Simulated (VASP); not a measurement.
Runs of VASP 6.6.1 on Pb. The structure is that of space group Fm-3m (No. 225), or close to it. The cells are those of the table. 

```csv
cell,gap on the mesh (eV),pressure (GPa)
"a = 3.460 Å, angles 60.0°, 1 atom",none,3.2
"a = 3.602 Å, angles 60.0°, 1 atom",none,(b)
"a = 3.497 Å, angles 60.0°, 1 atom",none,1.4
"a = 3.532 Å, angles 60.0°, 1 atom",none,(a)
"a = 3.567 Å, angles 60.0°, 1 atom",none,-1.2
```

Alike in all rows: task single point; level r2SCAN; potentials or basis VASP PAW PBE potentials, release 64 (Pb_d); no spin polarisation; k mesh 14 × 14 × 14; cutoff (eV) 520; smearing gaussian 0.1 eV.

Fill in the values left out.

(a) 0.0; (b) -2.2.

Caveats: the PAW data sets were made with another functional, which shifts forces and pressure a little; spin-orbit coupling is left out, which moves the levels of the heavy elements; the cell stands under pressure (at least some runs).

A k mesh can miss the band edges, and the runs leave out spin-orbit coupling on Pb.

A gap of «none» marks levels without a gap at the run's occupations.
